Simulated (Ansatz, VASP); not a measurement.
# One calculation of Ta, two programs

```
Ta
1.0
     2.86585    0.00000    0.00000
    -1.43293    2.48190    0.00000
     0.00000    0.00000    5.09268
Ta
2
Direct
  0.33333 0.66667 0.25000
  0.66667 0.33333 0.75000
```

Alike in both runs: task single point; functional PBEsol; k mesh 6 × 6 × 4; occupations gaussian, width 0.1 eV; no spin polarisation.

|  | VASP | Ansatz |
| --- | --- | --- |
| version | VASP 6.6.1 | Ansatz 0.2.0 |
| potentials or method | VASP PAW PBE potentials, release 64 (Ta_pv), cutoff 500 eV | scalar-relativistic, plane waves, PAW |
| valence electrons in the cell | 22 | 26 |

Ansatz gave:

| Item | Value |
| --- | --- |
| gap on the k mesh at the Fermi level (eV) | none |
| pressure (GPa) | -0.9 |
| traceless stress, the component that is largest in VASP (GPa) | 0.30 |

Estimate VASP's values.

gap on the k mesh at the Fermi level (eV): none; pressure (GPa): -0.8; traceless stress, the component that is largest in VASP (GPa): 0.25.

VASP's potentials were made for PBE, not for PBEsol, and Ansatz warns of the same on its side. A gap of «none» marks a metal or a gap that the smearing closes. VASP's potentials hold 22 valence electrons a cell and Ansatz's 26, so a difference there can come from the potentials and not from the codes.

The k mesh is coarse, so the values compare programs but aren't converged. Neither program's run includes spin-orbit coupling.
